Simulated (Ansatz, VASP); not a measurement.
## One calculation of BaTe, two programs

```xyz
2
Lattice="0.0000 3.5324 3.5324 3.4971 0.0000 3.5324 3.4971 3.5324 0.0000" Properties=species:S:1:pos:R:3 pbc="T T T"
Ba    0.0000    0.0000    0.0000
Te    3.4971    3.5324    3.5324
```

Change from the starting cell: uniaxial_x strain -1.0%.

Alike in both runs: task single point; functional HSE06; k mesh 4 × 4 × 4; no spin polarisation.

```csv
,VASP,Ansatz
version,VASP 6.6.1,Ansatz 0.2.0
potentials or method,"VASP PAW PBE potentials, release 64 (Ba_sv, Te)","plane waves, PAW"
plane-wave cutoff (eV),520,420
occupations,"gaussian, width 0.01 eV",fixed
valence electrons in the cell,16,26
```

```tsv
	VASP	Ansatz	Ansatz less VASP
gap on the k mesh at the Fermi level (eV)	2.26	2.31	+0.052
pressure (GPa)	0.3	0.1	-0.22
traceless stress, the component that is largest in VASP (GPa)	0.44	0.42	-0.020
```

VASP's potentials hold 16 valence electrons a cell and Ansatz's 26, so a difference there can come from the potentials and not from the codes. Ansatz's warnings: stress exchange threshold loose, stress scf threshold loose.

Spin-orbit coupling is off throughout.
